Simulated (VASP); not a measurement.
# H3C5 in VASP: single point with r2SCAN

Aim: the single point of H3C5 with r2SCAN.

Everything below comes from runs of VASP 6.6.1. Logs are shortened: lines on timing, memory, paths and dates and some standing lists are left out, and cuts for length are marked.

## Step 1: The cell of the first run

The cell holds a slab with vacuum, 32 atoms: a = 5.049 Å, b = 5.049 Å, c = 16.136 Å, α = 90.00°, β = 90.00°, γ = 90.00°.

## Step 2: Single point, r2SCAN

Input file POSCAR:

```
H3C5
1.0
    5.0487420000      0.0000000000      0.0000000000
    0.0000000000      5.0487420000      0.0000000000
    0.0000000000      0.0000000000     16.1355610000
H C
12 20
Direct
    0.4277868000      0.0000000000      0.0619749000
    0.0722132000      0.0000000000      0.0619749000
    0.9277868000      0.0000000000      0.0619749000
    0.5722132000      0.0000000000      0.0619749000
    0.4277868000      0.5000000000      0.0619749000
    0.0722132000      0.5000000000      0.0619749000
    0.9277868000      0.5000000000      0.0619749000
    0.5722132000      0.5000000000      0.0619749000
    0.7499461227      0.0038294910      0.3805926128
    0.2500774885      1.0033878873      0.3805392782
    0.7500360909      0.4954989802      0.3806427613
    0.2499563736      0.4953413369      0.3806794838
    0.2500000000      0.0000000000      0.1013104000
    0.7500000000      0.0000000000      0.1013104000
    0.2500000000      0.5000000000      0.1013104000
    0.7500000000      0.5000000000      0.1013104000
    0.2500000000      0.2500000000      0.1566230000
    0.7500000000      0.2500000000      0.1566230000
    0.2500000000      0.7500000000      0.1566230000
    0.7500000000      0.7500000000      0.1566230000
    0.0000146781      0.2499220103      0.2077560785
    0.4999947696      0.2499286819      0.2077554630
    0.0000133622      0.7499102013      0.2160338202
    0.4999968006      0.7499154919      0.2160267452
    0.0000046733      0.0167803051      0.2678608076
    0.5000064563      0.0167739242      0.2678498462
    0.0000223717      0.4829126503      0.2679017577
    0.5000035640      0.4829280406      0.2679011808
    0.2500140579      0.0877163813      0.3181300242
    0.7499983779      0.0878247614      0.3181413522
    0.2500158956      0.4117055000      0.3181838738
    0.7500097506      0.4117565157      0.3181663735
```

Input file INCAR.step1:

```
SYSTEM = H3C5
PREC = Accurate
ENCUT = 520
ISMEAR = 0
SIGMA = 0.02
LREAL = Auto
LASPH = .TRUE.
NELM = 60
NBANDS = 68
GGA = PE
ALGO = Normal
EDIFF = 1E-4
LWAVE = .TRUE.
LCHARG = .FALSE.
```

Input file INCAR.step2:

```
SYSTEM = H3C5
PREC = Accurate
ENCUT = 520
EDIFF = 1E-7
ISMEAR = 0
SIGMA = 0.02
LREAL = Auto
LASPH = .TRUE.
NELM = 60
ALGO = Normal
ISIF = 2
LWAVE = .FALSE.
LCHARG = .TRUE.
METAGGA = R2SCAN
LMIXTAU = .TRUE.
LELF = .TRUE.
LVHAR = .TRUE.
NBANDS = 68
ISTART = 1
```

Input file KPOINTS:

```
regular mesh
0
G
  3 3 1
  0 0 0
```

Potentials or basis: VASP PAW PBE potentials, release 64 (H, C).

The run is started by

```console
$ cat potpaw_PBE.64/H/POTCAR potpaw_PBE.64/C/POTCAR > POTCAR
$ cp INCAR.step1 INCAR
$ mpirun -np 1 vasp_std > vasp.out
$ cp INCAR.step2 INCAR
$ mpirun -np 1 vasp_std > vasp.out
```

OUTCAR:

```text
SYSTEM = H3C5
   PREC = Accurate
   ENCUT = 520
   EDIFF = 1E-7
   ISMEAR = 0
   LREAL = Auto
   LASPH = .TRUE.
   NELM = 60
   ISIF = 2
   METAGGA = R2SCAN
   ISTART = 1

 ion  position               nearest neighbor table
   1  0.428  0.000  0.062-   4 0.73  13 1.10
   2  0.072  0.000  0.062-   3 0.73  13 1.10
   3  0.928  0.000  0.062-   2 0.73  14 1.10
   4  0.572  0.000  0.062-   1 0.73  14 1.10
   5  0.428  0.500  0.062-   8 0.73  15 1.10
   6  0.072  0.500  0.062-   7 0.73  15 1.10
   7  0.928  0.500  0.062-   6 0.73  16 1.10
   8  0.572  0.500  0.062-   5 0.73  16 1.10
   9  0.750  0.004  0.381-  30 1.09
  10  0.250  0.003  0.381-  29 1.09
  11  0.750  0.495  0.381-  32 1.09
  12  0.250  0.495  0.381-  31 1.09
  13  0.250  0.000  0.101-   1 1.10   2 1.10  17 1.55  19 1.55
  14  0.750  0.000  0.101-   3 1.10   4 1.10  18 1.55  20 1.55
  15  0.250  0.500  0.101-   5 1.10   6 1.10  17 1.55  19 1.55
  16  0.750  0.500  0.101-   7 1.10   8 1.10  18 1.55  20 1.55
  17  0.250  0.250  0.157-  21 1.51  22 1.51  13 1.55  15 1.55
  18  0.750  0.250  0.157-  22 1.51  21 1.51  14 1.55  16 1.55
[... 12 lines left out ...]
  31  0.250  0.412  0.318-  12 1.09  28 1.54  27 1.54  29 1.64
  32  0.750  0.412  0.318-  11 1.09  28 1.54  27 1.54  30 1.64

  LATTYP: Found a simple tetragonal cell.
 ALAT       =     5.0487420000
 C/A-ratio  =     3.1959567354

  Lattice vectors:

 A1 = (   5.0487420000,   0.0000000000,   0.0000000000)
 A2 = (   0.0000000000,   5.0487420000,   0.0000000000)
 A3 = (   0.0000000000,   0.0000000000,  16.1355610000)

Analysis of symmetry for initial positions (statically):
=====================================================================
 Subroutine PRICEL returns:
 Original cell was already a primitive cell.

 Routine SETGRP: Setting up the symmetry group for a
 simple tetragonal supercell.

 Subroutine GETGRP returns: Found  1 space group operations
 (whereof  1 operations were pure point group operations)
 out of a pool of 16 trial point group operations.

The static configuration has the point symmetry C_1 .

Analysis of symmetry for dynamics (positions and initial velocities):
=====================================================================
 Subroutine PRICEL returns:
 Original cell was already a primitive cell.

 Routine SETGRP: Setting up the symmetry group for a
 simple tetragonal supercell.

 Subroutine GETGRP returns: Found  1 space group operations
 (whereof  1 operations were pure point group operations)
 out of a pool of 16 trial point group operations.

The dynamic configuration has the point symmetry C_1 .

 Subroutine INISYM returns: Found  1 space group operations
 (whereof  1 operations are pure point group operations),
 and found     1 'primitive' translations

----------------------------------------------------------------------------------------

                                     Primitive cell

  volume of cell :     411.2922

  direct lattice vectors                    reciprocal lattice vectors
     5.048742000  0.000000000  0.000000000     0.198069143  0.000000000  0.000000000
     0.000000000  5.048742000  0.000000000     0.000000000  0.198069143  0.000000000
     0.000000000  0.000000000 16.135561000     0.000000000  0.000000000  0.061974914

  length of vectors
     5.048742000  5.048742000 16.135561000     0.198069143  0.198069143  0.061974914

  position of ions in fractional coordinates (direct lattice)
     0.427786800  0.000000000  0.061974900
     0.072213200  0.000000000  0.061974900
     0.927786800  0.000000000  0.061974900
     0.572213200  0.000000000  0.061974900
     0.427786800  0.500000000  0.061974900
     0.072213200  0.500000000  0.061974900
[... 24 lines left out ...]
     0.250015896  0.411705500  0.318183874
     0.750009751  0.411756516  0.318166373

  ion indices of the primitive-cell ions
   primitive index   ion index
                 1           1
                 2           2
                 3           3
                 4           4
                 5           5
                 6           6
[... 24 lines left out ...]
                31          31
                32          32

----------------------------------------------------------------------------------------

 KPOINTS: regular mesh

Automatic generation of k-mesh.
 Grid dimensions read from file:
 generate k-points for:    3    3    1

 Generating k-lattice:

  Cartesian coordinates                     Fractional coordinates (reciprocal lattice)
     0.066023048  0.000000000  0.000000000     0.333333333  0.000000000  0.000000000
     0.000000000  0.066023048  0.000000000     0.000000000  0.333333333  0.000000000
     0.000000000  0.000000000  0.061974914     0.000000000  0.000000000  1.000000000

  Length of vectors
     0.066023048  0.066023048  0.061974914

  Shift w.r.t. Gamma in fractional coordinates (k-lattice)
     0.000000000  0.000000000  0.000000000

 Subroutine IBZKPT returns following result:
 ===========================================

 Found      5 irreducible k-points:

 Following reciprocal coordinates:
            Coordinates               Weight
  0.000000  0.000000  0.000000      1.000000
  0.333333  0.000000  0.000000      2.000000
  0.000000  0.333333  0.000000      2.000000
  0.333333  0.333333  0.000000      2.000000
 -0.333333  0.333333  0.000000      2.000000
   k-points           NKPTS =      5   k-points in BZ     NKDIM =      5   number of bands    NBANDS=     68
   number of dos      NEDOS =    301   number of ions     NIONS =     32
   total plane-waves  NPLWV = 192000
   dimension x,y,z NGX =    40 NGY =   40 NGZ =  120
   dimension x,y,z NGXF=    80 NGYF=   80 NGZF=  240
   ions per type =              12  20
   NGX,Y,Z   is equivalent  to a cutoff of  13.17, 13.17, 12.36 a.u.
   NGXF,Y,Z  is equivalent  to a cutoff of  26.34, 26.34, 24.73 a.u.
 SYSTEM =  H3C5
   PREC   = accura    normal or accurate (medium, high low for compatibility)
   ISTART =      1    job   : 0-new  1-cont  2-samecut
   ICHARG =      0    charge: 1-file 2-atom 10-const
   ISPIN  =      1    spin polarized calculation?
   LNONCOLLINEAR =      F non collinear calculations
   LSORBIT =      F    spin-orbit coupling
   LASPH  =      T    aspherical Exc in radial PAW
   ENCUT  =  520.0 eV  38.22 Ry    6.18 a.u.   9.39  9.39 30.00*2*pi/ulx,y,z
   NELM   =     60;   NELMIN=  2; NELMDL=  0     # of ELM steps
   EDIFF  = 0.1E-06   stopping-criterion for ELM
   LREAL  =      T    real-space projection
   EDIFFG = 0.1E-05   stopping-criterion for IOM
   NSW    =      0    number of steps for IOM
   IBRION =     -1    ionic relax: 0-MD 1-quasi-New 2-CG
   NFREE  =      0    steps in history (QN), initial steepest desc. (CG)
   ISIF   =      2    stress and relaxation
   ISYM   =      2    0-nonsym 1-usesym 2-fastsym
   POTIM  = 0.5000    time-step for ionic-motion
   TEBEG  =    0.0;   TEEND  =   0.0 temperature during run
   PSTRESS=    0.0 pullay stress
   NELECT =      92.0000    total number of electrons
   NUPDOWN=      -1.0000    fix difference up-down
   EMIN   =  10.00;   EMAX   =-10.00  energy-range for DOS
   EFERMI =   0.00;   METHOD = LEGACY
   ISMEAR =     0;   SIGMA  =   0.02  broadening in eV -4-tet -1-fermi 0-gaus
   EFERMI_NEDOS =   21; number of points for ismear=-14 and -15
   IALGO  =     38    algorithm
   IMIX   =      4    mixing-type and parameters
     AMIX     =   0.40;   BMIX     =  1.00
     AMIX_MAG =   1.60;   BMIX_MAG =  1.00
  volume/ion in A,a.u.               =      12.85        86.74
  Fermi-wavevector in a.u.,A,eV,Ry     =   0.993773  1.877959 13.436913  0.987585
  Thomas-Fermi vector in A             =   2.125678
   LORBIT       =      0    0 simple, 1 ext, 2 COOP (PROOUT), +10 PAW based schemes
   METAGGA = R2SCAN    functional components
   LHFCALC =     F    Hartree Fock is set to
   AEXX    =    0.0000 exact exchange contribution
   IVDW    =     0    specifies the selected vdW correction
   LEPSILON=     F    determine dielectric tensor
   LRPA    =     F    only Hartree local field effects (RPA)
 non-spin polarized calculation
 Gauss-broadening in eV      SIGMA  =   0.02
  energy-cutoff  :      520.00
  volume of cell :      411.29
 maximum number of plane-waves:     11079
 NGX is ok and might be reduce to    40
   NGX = 19   NGY = 19   NGZ = 61

 number of electron      92.0000007 magnetization

 Free energy of the ion-electron system (eV)
  ---------------------------------------------------
  ext. energy  EPLUGINS =         0.00000000
  ---------------------------------------------------
  free energy    TOTEN  =      -225.89662479 eV

  energy without entropy =     -225.89662479  energy(sigma->0) =     -225.89662479

 E-fermi :   1.2459     XC(G=0):  -5.5829

 val. band max:        1.1498614031   @ k =   0.0000   0.3333   0.0000
 cond. band min:       3.4320973169   @ k =   0.0000   0.0000   0.0000
 fundamental gap:      2.2822359138
 Fermi energy:         1.2459209400

 k-point     1 :       0.0000    0.0000    0.0000
  band No.  band energies     occupation
      1     -21.1343      2.00000
      2     -18.8131      2.00000
      3     -16.7678      2.00000
      4     -16.3831      2.00000
      5     -16.3664      2.00000
      6     -16.2990      2.00000
[... 50 lines left out ...]
     57       7.1166      0.00000
     58       7.1258      0.00000

 k-point     2 :       0.3333    0.0000    0.0000
  band No.  band energies     occupation
      1     -20.6024      2.00000
      2     -19.0316      2.00000
      3     -18.2859      2.00000
      4     -16.7704      2.00000
      5     -15.8719      2.00000
      6     -15.7705      2.00000
[... 50 lines left out ...]
     57       7.1468      0.00000
     58       7.2221      0.00000

 k-point     3 :       0.0000    0.3333    0.0000
  band No.  band energies     occupation
      1     -20.7421      2.00000
      2     -18.9211      2.00000
      3     -18.0869      2.00000
      4     -16.4144      2.00000
      5     -16.4116      2.00000
      6     -15.9490      2.00000
[... 50 lines left out ...]
     57       7.1212      0.00000
     58       7.3279      0.00000

 k-point     4 :       0.3333    0.3333    0.0000
  band No.  band energies     occupation
      1     -20.2126      2.00000
      2     -18.6483      2.00000
      3     -18.3940      2.00000
      4     -17.5663      2.00000
      5     -16.8501      2.00000
      6     -16.0629      2.00000
[... 50 lines left out ...]
     57       7.0029      0.00000
     58       7.4753      0.00000

 k-point     5 :      -0.3333    0.3333    0.0000
  band No.  band energies     occupation
      1     -20.2126      2.00000
      2     -18.6483      2.00000
      3     -18.3940      2.00000
      4     -17.5663      2.00000
      5     -16.8501      2.00000
      6     -16.0628      2.00000
[... 50 lines left out ...]
     57       7.0029      0.00000
     58       7.4753      0.00000
 [bands above 58 left out]

------------------------ aborting loop because EDIFF is reached ----------------------------------------

  FORCE on cell =-STRESS in cart. coord.  units (eV):
  Direction    XX          YY          ZZ          XY          YZ          ZX
  --------------------------------------------------------------------------------------
  -------------------------------------------------------------------------------------
  Total       68.7211690    -10.2240940     -5.1777143     -0.0006365      0.0951423     -0.0032278
  in kB      267.7014325    -39.8276783    -20.1696443     -0.0024794      0.3706244     -0.0125739
  external PRESSURE =      69.2347033 kB  Pullay stress =       0.0000000 kB

 VOLUME and BASIS-vectors are now :
 -----------------------------------------------------------------------------
  energy-cutoff  :      520.00
  volume of cell :      411.29
      direct lattice vectors                 reciprocal lattice vectors
     5.048742000  0.000000000  0.000000000     0.198069143  0.000000000  0.000000000
     0.000000000  5.048742000  0.000000000     0.000000000  0.198069143  0.000000000
     0.000000000  0.000000000 16.135561000     0.000000000  0.000000000  0.061974914

 POSITION                                       TOTAL-FORCE (eV/Angst)
 -----------------------------------------------------------------------------------
      2.15979      0.00000      1.00000        -9.039115     -0.047339      0.224128
      0.36459      0.00000      1.00000         9.039129     -0.047272      0.224165
      4.68416      0.00000      1.00000        -9.039075     -0.047286      0.224162
      2.88896      0.00000      1.00000         9.039064     -0.047352      0.224178
      2.15979      2.52437      1.00000        -9.039101      0.047160      0.224167
      0.36459      2.52437      1.00000         9.039130      0.047183      0.224113
[... 24 lines left out ...]
      1.26227      2.07859      5.13408        -0.002412     -0.017365     -0.007711
      3.78661      2.07885      5.13379         0.000707     -0.015954     -0.009080
 -----------------------------------------------------------------------------------
    total drift:                               -0.000604     -0.008607     -0.051177

  FREE ENERGIE OF THE ION-ELECTRON SYSTEM (eV)
  ---------------------------------------------------
  free  energy   TOTEN  =      -225.8966247867 eV

  energy  without entropy=     -225.8966247867  energy(sigma->0) =     -225.89662479
```

Run time: 28 min. Hardware: 1 thread of Intel Xeon Platinum 8375C at 2.90GHz (Ice Lake), shared host; peak memory 0.52 GiB.

Results:

```
Free energy            : -225.8966 eV
Largest force          : 9.042 eV/Å
Band gap on the k mesh : 2.28 eV
```

Forces in eV/Å, atoms in the order of the input:
```
H   -9.039 -0.047  0.224
H    9.039 -0.047  0.224
H   -9.039 -0.047  0.224
H    9.039 -0.047  0.224
H   -9.039  0.047  0.224
H    9.039  0.047  0.224
H   -9.039  0.047  0.224
H    9.039  0.047  0.224
H    0.001 -0.024  0.059
H   -0.001 -0.017  0.061
H   -0.001  0.029  0.061
H    0.001  0.030  0.058
C    0.000 -0.131  0.765
C    0.000 -0.131  0.765
C    0.000  0.131  0.764
C    0.000  0.131  0.764
C    0.001 -0.003 -3.006
C    0.001 -0.002 -3.005
C    0.000 -0.010  0.492
C    0.001 -0.012  0.492
C   -0.002  0.000 -0.026
C    0.002  0.000 -0.027
C   -0.002  0.000  0.002
C    0.002 -0.001  0.004
C    0.000 -0.049  0.003
C    0.000 -0.046  0.005
C   -0.001  0.048  0.004
C    0.000  0.047  0.005
C    0.000  0.022 -0.007
C    0.000  0.020 -0.010
C   -0.002 -0.017 -0.008
C    0.001 -0.016 -0.009
```

Levels at points of the mesh, in eV from the valence-band top:
```csv
k point,band 43,band 44,band 45,band 46,band 47,band 48,band 49,band 50
"(0.00, 0.00, 0.00)",-2.71,-2.44,-0.57,-0.03,2.28,2.68,3.88,4.28
```

Caveat: the PAW data sets were made with another functional, which shifts forces and pressure a little.
